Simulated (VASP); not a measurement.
GaN:

```
Ga N
1.0
     0.00000    2.16333    2.16333
     2.16333    0.00000    2.16333
     2.16333    2.16333    0.00000
Ga N
1 1
Direct
  0.00000 0.00000 0.00000
  0.50000 0.50000 0.50000
```

Base run:

- Program: VASP 6.6.1
- Functional: r2SCAN
- Potentials or basis: VASP PAW PBE potentials, release 64 (Ga_d, N)
- Cutoff: 520 eV
- k mesh: 11 × 11 × 11
- Occupations: fermi-dirac, width 0.05 eV
- Spin: no spin polarisation

Its results: band gap on the k mesh 0.79 eV, indirect (least direct gap 2.43 eV); pressure -15.1 GPa.

Question: The run is repeated on the same cell with these changes: functional from r2SCAN to PBEsol; further incar settings from ALGO = Normal; EDIFF = 1e-07; NBANDS = 16 to ALGO = Normal; EDIFF = 1e-06; NBANDS = 16. What comes out?

Answer: Band gap on the k mesh 0.24 eV, indirect (least direct gap 1.91 eV); pressure -14.1 GPa.

Caveats: the PAW data sets were made with another functional, which shifts forces and pressure a little.

A k mesh can miss the band edges.
